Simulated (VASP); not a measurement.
# KCl (P6_3/mmc) in VASP: notebook

The runs below take KCl through single point, with r2SCAN.

All numbers are computed with VASP 6.6.1; they aren't measurements. Logs are shortened: lines on timing, memory, paths and dates and some standing lists are left out, and cuts for length are marked.

**1. The cell of the first run**

Symmetry: P6_3/mmc, No. 194, hexagonal system. Conventional cell: a = 4.340 Å, b = 4.340 Å, c = 7.636 Å, α = 90.00°, β = 90.00°, γ = 120.00°. Within 4.1 Å of K (site symmetry -3m) lie 6 Cl at 3.15 Å and 2 K at 3.82 Å. Within 4.1 Å of Cl (site symmetry -6m2) lie 6 K at 3.15 Å.

**2. Single point, r2SCAN**

File POSCAR:

```
KCl
1.0
    4.3400788661      0.0000000000      0.0000000000
   -2.1700394331      3.7586185525      0.0000000000
    0.0000000000      0.0000000000      7.6359739997
K Cl
2 2
Direct
    0.0000000000      0.0000000000      0.0000000000
    0.0000000000      0.0000000000      0.5000000000
    0.3333333333      0.6666666667      0.2500000000
    0.6666666667      0.3333333333      0.7500000000
```

File INCAR.step1:

```
PREC     = Accurate       # precision mode
ENCUT    = 520            # plane-wave cutoff, eV
ISMEAR   = 0              # smearing method
SIGMA    = 0.01           # smearing width, eV
LREAL    = False          # projectors in reciprocal space
LASPH    = True           # aspherical terms in the spheres
NELM     = 80             # most SCF steps
NBANDS   = 24             # bands
GGA      = PE             # functional
ALGO     = Normal         # electronic algorithm
EDIFF    = 1E-4           # SCF threshold, eV
LWAVE    = True           # write WAVECAR
LCHARG   = False          # write CHGCAR
```

File INCAR.step2:

```
PREC     = Accurate       # precision mode
ENCUT    = 520            # plane-wave cutoff, eV
EDIFF    = 1E-6           # SCF threshold, eV
ISMEAR   = 0              # smearing method
SIGMA    = 0.01           # smearing width, eV
LREAL    = False          # projectors in reciprocal space
LASPH    = True           # aspherical terms in the spheres
NELM     = 80             # most SCF steps
ALGO     = Normal         # electronic algorithm
ISIF     = 2              # what is computed and relaxed
LWAVE    = False          # write WAVECAR
LCHARG   = True           # write CHGCAR
METAGGA  = R2SCAN         # meta-GGA
LMIXTAU  = True         
LELF     = True           # ELF
LVHAR    = True         
NBANDS   = 24             # bands
ISTART   = 1
```

File KPOINTS:

```
Automatic mesh
0
Gamma
  6 6 4
```

Potentials or basis: VASP PAW PBE potentials, release 64 (K_sv, Cl).

Started as:

```bash
cat potpaw_PBE.64/K_sv/POTCAR potpaw_PBE.64/Cl/POTCAR > POTCAR
cp INCAR.step1 INCAR
mpirun -np 1 vasp_std > vasp.out
cp INCAR.step2 INCAR
mpirun -np 1 vasp_std > vasp.out
```

OUTCAR:

```text
PREC = Accurate
   ENCUT = 520
   EDIFF = 1E-6
   ISMEAR = 0
   LREAL = False
   LASPH = True
   NELM = 80
   ISIF = 2
   METAGGA = R2SCAN
   ISTART = 1

 ion  position               nearest neighbor table
   1  0.000  0.000  0.000-   3 3.15   4 3.15   4 3.15   3 3.15   4 3.15   3 3.15
   2  0.000  0.000  0.500-   3 3.15   4 3.15   4 3.15   3 3.15   4 3.15   3 3.15
   3  0.333  0.667  0.250-   1 3.15   2 3.15   1 3.15   2 3.15   1 3.15   2 3.15
   4  0.667  0.333  0.750-   1 3.15   2 3.15   1 3.15   2 3.15   1 3.15   2 3.15

  LATTYP: Found a hexagonal cell.
 ALAT       =     4.3400788661
 C/A-ratio  =     1.7594090419

  Lattice vectors:

 A1 = (   4.3400788661,   0.0000000000,   0.0000000000)
 A2 = (  -2.1700394331,   3.7586185525,   0.0000000000)
 A3 = (   0.0000000000,   0.0000000000,   7.6359739997)

Analysis of symmetry for initial positions (statically):
=====================================================================
 Subroutine PRICEL returns:
 Original cell was already a primitive cell.

 Routine SETGRP: Setting up the symmetry group for a
 hexagonal supercell.

 Subroutine GETGRP returns: Found 24 space group operations
 (whereof 12 operations were pure point group operations)
 out of a pool of 24 trial point group operations.

The static configuration has the point symmetry D_3d.
 The point group associated with its full space group is D_6h.

Analysis of symmetry for dynamics (positions and initial velocities):
=====================================================================
 Subroutine PRICEL returns:
 Original cell was already a primitive cell.

 Routine SETGRP: Setting up the symmetry group for a
 hexagonal supercell.

 Subroutine GETGRP returns: Found 24 space group operations
 (whereof 12 operations were pure point group operations)
 out of a pool of 24 trial point group operations.

The dynamic configuration has the point symmetry D_3d.
 The point group associated with its full space group is D_6h.

 Subroutine INISYM returns: Found 24 space group operations
 (whereof 12 operations are pure point group operations),
 and found     1 'primitive' translations

----------------------------------------------------------------------------------------

                                     Primitive cell

  volume of cell :     124.5634

  direct lattice vectors                    reciprocal lattice vectors
     4.340078866  0.000000000  0.000000000     0.230410560  0.133027599  0.000000000
    -2.170039433  3.758618553  0.000000000     0.000000000  0.266055197  0.000000000
     0.000000000  0.000000000  7.635974000     0.000000000  0.000000000  0.130959063

  length of vectors
     4.340078866  4.340078866  7.635974000     0.266055197  0.266055197  0.130959063

  position of ions in fractional coordinates (direct lattice)
     0.000000000  0.000000000  0.000000000
     0.000000000  0.000000000  0.500000000
     0.333333333  0.666666667  0.250000000
     0.666666667  0.333333333  0.750000000

  ion indices of the primitive-cell ions
   primitive index   ion index
                 1           1
                 2           2
                 3           3
                 4           4

----------------------------------------------------------------------------------------

 KPOINTS: Automatic mesh

Automatic generation of k-mesh.
 Grid dimensions read from file:
 generate k-points for:    6    6    4

 Generating k-lattice:

  Cartesian coordinates                     Fractional coordinates (reciprocal lattice)
     0.038401760  0.022171266  0.000000000     0.166666667 -0.000000000  0.000000000
     0.000000000  0.044342533  0.000000000     0.000000000  0.166666667  0.000000000
     0.000000000  0.000000000  0.032739766     0.000000000  0.000000000  0.250000000

  Length of vectors
     0.044342533  0.044342533  0.032739766

  Shift w.r.t. Gamma in fractional coordinates (k-lattice)
     0.000000000  0.000000000  0.000000000

 Subroutine IBZKPT returns following result:
 ===========================================

 Found     21 irreducible k-points:

 Following reciprocal coordinates:
            Coordinates               Weight
  0.000000  0.000000  0.000000      1.000000
  0.166667  0.000000  0.000000      6.000000
  0.333333  0.000000  0.000000      6.000000
  0.500000  0.000000  0.000000      3.000000
  0.166667  0.166667  0.000000      6.000000
  0.333333  0.166667  0.000000     12.000000
[... 13 lines left out ...]
  0.333333  0.166667  0.500000     12.000000
  0.333333  0.333333  0.500000      2.000000
   k-points           NKPTS =     21   k-points in BZ     NKDIM =     21   number of bands    NBANDS=     24
   number of dos      NEDOS =    301   number of ions     NIONS =      4
   total plane-waves  NPLWV =  61440
   dimension x,y,z NGX =    32 NGY =   32 NGZ =   60
   dimension x,y,z NGXF=    64 NGYF=   64 NGZF=  120
   ions per type =               2   2
   NGX,Y,Z   is equivalent  to a cutoff of  12.26, 12.26, 13.06 a.u.
   NGXF,Y,Z  is equivalent  to a cutoff of  24.52, 24.52, 26.13 a.u.
 SYSTEM =  unknown system
   PREC   = accura    normal or accurate (medium, high low for compatibility)
   ISTART =      1    job   : 0-new  1-cont  2-samecut
   ICHARG =      0    charge: 1-file 2-atom 10-const
   ISPIN  =      1    spin polarized calculation?
   LNONCOLLINEAR =      F non collinear calculations
   LSORBIT =      F    spin-orbit coupling
   LASPH  =      T    aspherical Exc in radial PAW
   ENCUT  =  520.0 eV  38.22 Ry    6.18 a.u.   8.07  8.07 14.20*2*pi/ulx,y,z
   NELM   =     80;   NELMIN=  2; NELMDL=  0     # of ELM steps
   EDIFF  = 0.1E-05   stopping-criterion for ELM
   LREAL  =      F    real-space projection
   EDIFFG = 0.1E-04   stopping-criterion for IOM
   NSW    =      0    number of steps for IOM
   IBRION =     -1    ionic relax: 0-MD 1-quasi-New 2-CG
   NFREE  =      0    steps in history (QN), initial steepest desc. (CG)
   ISIF   =      2    stress and relaxation
   ISYM   =      2    0-nonsym 1-usesym 2-fastsym
   POTIM  = 0.5000    time-step for ionic-motion
   TEBEG  =    0.0;   TEEND  =   0.0 temperature during run
   PSTRESS=    0.0 pullay stress
   NELECT =      32.0000    total number of electrons
   NUPDOWN=      -1.0000    fix difference up-down
   EMIN   =  10.00;   EMAX   =-10.00  energy-range for DOS
   EFERMI =   0.00;   METHOD = LEGACY
   ISMEAR =     0;   SIGMA  =   0.01  broadening in eV -4-tet -1-fermi 0-gaus
   EFERMI_NEDOS =   21; number of points for ismear=-14 and -15
   IALGO  =     38    algorithm
   IMIX   =      4    mixing-type and parameters
     AMIX     =   0.40;   BMIX     =  1.00
     AMIX_MAG =   1.60;   BMIX_MAG =  1.00
  volume/ion in A,a.u.               =      31.14       210.15
  Fermi-wavevector in a.u.,A,eV,Ry     =   1.040706  1.966649 14.736048  1.083069
  Thomas-Fermi vector in A             =   2.175294
   LORBIT       =      0    0 simple, 1 ext, 2 COOP (PROOUT), +10 PAW based schemes
   METAGGA = R2SCAN    functional components
   LHFCALC =     F    Hartree Fock is set to
   AEXX    =    0.0000 exact exchange contribution
   IVDW    =     0    specifies the selected vdW correction
   LEPSILON=     F    determine dielectric tensor
   LRPA    =     F    only Hartree local field effects (RPA)
 non-spin polarized calculation
 Gauss-broadening in eV      SIGMA  =   0.01
  energy-cutoff  :      520.00
  volume of cell :      124.56
 maximum number of plane-waves:      3372
   NGX = 17   NGY = 17   NGZ = 29

 number of electron      31.9999999 magnetization

 Free energy of the ion-electron system (eV)
  ---------------------------------------------------
  ext. energy  EPLUGINS =         0.00000000
  ---------------------------------------------------
  free energy    TOTEN  =       -32.89743235 eV

  energy without entropy =      -32.89743235  energy(sigma->0) =      -32.89743235

 E-fermi :  -2.1281     XC(G=0):  -7.9497

 val. band max:       -2.1878241073   @ k =   0.0000   0.0000   0.0000
 cond. band min:       3.5807744652   @ k =   0.0000   0.0000   0.0000
 fundamental gap:      5.7685985725
 Fermi energy:        -2.1281261457

 k-point     1 :       0.0000    0.0000    0.0000
  band No.  band energies     occupation
      1     -30.6366      2.00000
      2     -30.6159      2.00000
      3     -15.1410      2.00000
      4     -14.9151      2.00000
      5     -13.3281      2.00000
      6     -13.3281      2.00000
[... 16 lines left out ...]
     23       7.3653      0.00000
     24       7.3653      0.00000

 k-point     2 :       0.1667    0.0000    0.0000
  band No.  band energies     occupation
      1     -30.6342      2.00000
      2     -30.6140      2.00000
      3     -15.0786      2.00000
      4     -14.9494      2.00000
      5     -13.3373      2.00000
      6     -13.3268      2.00000
[... 16 lines left out ...]
     23       7.6829      0.00000
     24       7.7067      0.00000

 k-point     3 :       0.3333    0.0000    0.0000
  band No.  band energies     occupation
      1     -30.6295      2.00000
      2     -30.6100      2.00000
      3     -15.0449      2.00000
      4     -14.8993      2.00000
      5     -13.4073      2.00000
      6     -13.3941      2.00000
[... 16 lines left out ...]
     23       8.5445      0.00000
     24       8.5446      0.00000
[... 433 lines left out ...]
 k-point    20 :       0.3333    0.1667    0.5000
  band No.  band energies     occupation
      1     -30.6176      2.00000
      2     -30.6176      2.00000
      3     -14.9512      2.00000
      4     -14.9512      2.00000
      5     -13.3948      2.00000
      6     -13.3948      2.00000
[... 16 lines left out ...]
     23       8.8792      0.00000
     24       8.8792      0.00000

 k-point    21 :       0.3333    0.3333    0.5000
  band No.  band energies     occupation
      1     -30.6165      2.00000
      2     -30.6165      2.00000
      3     -14.9394      2.00000
      4     -14.9394      2.00000
      5     -13.4114      2.00000
      6     -13.4114      2.00000
[... 16 lines left out ...]
     23       8.5910      0.00000
     24       8.5910      0.00000

------------------------ aborting loop because EDIFF is reached ----------------------------------------

  FORCE on cell =-STRESS in cart. coord.  units (eV):
  Direction    XX          YY          ZZ          XY          YZ          ZX
  --------------------------------------------------------------------------------------
  -------------------------------------------------------------------------------------
  Total        0.0093579      0.0093579     -0.0069590     -0.0000000     -0.0000000     -0.0000000
  in kB        0.1203646      0.1203646     -0.0895091     -0.0000000     -0.0000000     -0.0000000
  external PRESSURE =       0.0504067 kB  Pullay stress =       0.0000000 kB

 VOLUME and BASIS-vectors are now :
 -----------------------------------------------------------------------------
  energy-cutoff  :      520.00
  volume of cell :      124.56
      direct lattice vectors                 reciprocal lattice vectors
     4.340078866  0.000000000  0.000000000     0.230410560  0.133027599  0.000000000
    -2.170039433  3.758618553  0.000000000     0.000000000  0.266055197  0.000000000
     0.000000000  0.000000000  7.635974000     0.000000000  0.000000000  0.130959063

 POSITION                                       TOTAL-FORCE (eV/Angst)
 -----------------------------------------------------------------------------------
      0.00000      0.00000      0.00000         0.000000      0.000000     -0.000000
      0.00000      0.00000      3.81799         0.000000      0.000000     -0.000000
     -0.00000      2.50575      1.90899         0.000000      0.000000      0.000000
      2.17004      1.25287      5.72698        -0.000000     -0.000000     -0.000000
 -----------------------------------------------------------------------------------
    total drift:                                0.000000     -0.000000      0.000000

  FREE ENERGIE OF THE ION-ELECTRON SYSTEM (eV)
  ---------------------------------------------------
  free  energy   TOTEN  =       -32.8974323507 eV

  energy  without entropy=      -32.8974323507  energy(sigma->0) =      -32.89743235
```

It took 5.2 min on 1 thread of Intel Xeon 8259CL, shared host; peak memory 0.27 GiB.

What came out:

| Quantity | Value |
| --- | --- |
| Free energy | -32.8974 eV |
| Pressure | 0.0 GPa |
| Band gap on the k mesh | 5.77 eV |

Levels at points of the mesh, in eV from the valence-band top:
| k point | band 13 | band 14 | band 15 | band 16 | band 17 | band 18 | band 19 | band 20 |
| --- | --- | --- | --- | --- | --- | --- | --- | --- |
| (0.00, 0.00, 0.00) | -0.26 | -0.15 | 0.00 | 0.00 | 5.77 | 7.95 | 8.15 | 9.28 |
| (0.50, 0.00, 0.00) | -0.54 | -0.45 | -0.34 | -0.22 | 7.32 | 8.37 | 8.43 | 9.20 |
| (0.00, 0.00, 0.50) | -0.14 | -0.14 | -0.14 | -0.14 | 6.97 | 6.97 | 8.58 | 8.58 |
| (0.50, 0.00, 0.50) | -0.42 | -0.42 | -0.28 | -0.28 | 7.95 | 7.95 | 8.55 | 8.55 |

Caveat: the PAW data sets were made with another functional, which shifts forces and pressure a little. A k mesh can miss the band edges.

**3. Single point, r2SCAN**

POSCAR is that of step 2.

File INCAR.step1:

```
SYSTEM = KCl
ALGO = Normal
EDIFF = 1E-4
ENCUT = 520
GGA = PE
ISMEAR = 0
LASPH = .TRUE.
LCHARG = .FALSE.
LREAL = .FALSE.
LWAVE = .TRUE.
NBANDS = 24
NELM = 100
PREC = Accurate
SIGMA = 0.01
```

File INCAR.step2:

```
SYSTEM = KCl
ALGO = Normal
EDIFF = 1E-6
ENCUT = 520
ISIF = 2
ISMEAR = 0
ISTART = 1
LASPH = .TRUE.
LCHARG = .FALSE.
LMIXTAU = .TRUE.
LREAL = .FALSE.
LWAVE = .FALSE.
METAGGA = R2SCAN
NBANDS = 24
NELM = 100
PREC = Accurate
SIGMA = 0.01
```

File KPOINTS:

```
k-points
0
G
  6 6 4
  0 0 0
```

Potentials or basis: VASP PAW PBE potentials, release 64 (K_sv, Cl).

Started as:

```bash
cat potpaw_PBE.64/K_sv/POTCAR potpaw_PBE.64/Cl/POTCAR > POTCAR
cp INCAR.step1 INCAR
mpirun -np 1 vasp_std > vasp.out
cp INCAR.step2 INCAR
mpirun -np 1 vasp_std > vasp.out
```

Run time: 5.9 min. Hardware: 1 thread of Intel Xeon 8259CL, shared host; peak memory 0.27 GiB.

Results (log left out):

```
Free energy            : -32.8974 eV
Pressure               : 0.0 GPa
Band gap on the k mesh : 5.77 eV
```

Levels at points of the mesh, in eV from the valence-band top:
```
           k point  band 14  band 15  band 16  band 17  band 18  band 19
(0.00, 0.00, 0.00)    -0.15     0.00     0.00     5.77     7.95     8.15
(0.50, 0.00, 0.00)    -0.45    -0.34    -0.22     7.32     8.37     8.43
(0.00, 0.00, 0.50)    -0.14    -0.14    -0.14     6.97     6.97     8.58
(0.50, 0.00, 0.50)    -0.42    -0.28    -0.28     7.95     7.95     8.55
```

Caveat: the PAW data sets were made with another functional, which shifts forces and pressure a little. A k mesh can miss the band edges.
